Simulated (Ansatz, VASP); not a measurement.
## Two plane-wave programs on B3N2

```
CELL_PARAMETERS angstrom
3.70610 0.00000 0.00000
0.00000 3.70610 0.00000
0.00000 0.00000 3.70610
ATOMIC_POSITIONS crystal
B 0.00000 0.50000 0.50000
B 0.50000 0.00000 0.50000
B 0.50000 0.50000 0.00000
N 0.00000 0.00000 0.00000
N 0.50000 0.50000 0.50000
```

Alike in both runs: task relaxation of cell and atoms; functional PBE; k mesh 6 × 6 × 6; occupations gaussian, width 0.1 eV; no spin polarisation.

```csv
,VASP,Ansatz
version,VASP 6.6.1,Ansatz 0.2.0
potentials or method,"VASP PAW PBE potentials, release 64 (B, N), cutoff 600 eV","scalar-relativistic, plane waves, PAW"
valence electrons in the cell,19,19
```

```tsv
	VASP	Ansatz	Ansatz less VASP
gap on the k mesh at the Fermi level, each at its own relaxed structure (eV)	none	none	-
relaxed volume (Å³/atom)	7.56	7.54	-0.021
relaxed cell length with the largest relative difference (Å)	3.356	3.353	-0.0031
```

A gap of «none» marks a metal or a gap that the smearing closes.

Noted on VASP's run: the volume moved by over 15 % at a fixed basis, so the end points are rough.
